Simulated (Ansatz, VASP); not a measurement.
CsCdCl3 in VASP and in Ansatz

```xyz
5
Lattice="5.0440 0.0000 0.0000 0.0000 5.0440 0.0000 0.0000 0.0000 5.3560" Properties=species:S:1:pos:R:3 pbc="T T T"
Cs    0.0000    0.0000    0.0000
Cd    2.5220    2.5220    2.6780
Cl    0.0000    2.5220    2.6780
Cl    2.5220    0.0000    2.6780
Cl    2.5220    2.5220    0.0000
```

Change from the starting cell: strain -0.030 along x and y, +0.030 along z, atoms carried along.

Alike in both runs: task single point; functional LDA; k mesh 6 × 6 × 6; occupations gaussian, width 0.05 eV; no spin polarisation.

|  | VASP | Ansatz |
| --- | --- | --- |
| version | VASP 6.6.1 | Ansatz 0.2.0 |
| potentials or method | VASP PAW LDA potentials, release 64 (Cs_sv, Cd, Cl), cutoff 520 eV | scalar-relativistic, plane waves, PAW |
| valence electrons in the cell | 42 | 50 |

VASP gave:

* gap on the k mesh at the Fermi level (eV): 1.46
* least direct gap on the mesh (eV): 2.26
* pressure (GPa): -0.3
* traceless stress, the component that is largest in VASP (GPa): -1.90

Task: Estimate Ansatz's values.

Result: gap on the k mesh at the Fermi level (eV): 1.43; least direct gap on the mesh (eV): 2.24; pressure (GPa): -0.5; traceless stress, the component that is largest in VASP (GPa): -1.80.

LDA's correlation is that of Perdew and Zunger in VASP and of Perdew and Wang (1992) in Ansatz. VASP's potentials hold 42 valence electrons a cell and Ansatz's 50, so a difference there can come from the potentials and not from the codes.

Neither program's run includes spin-orbit coupling.
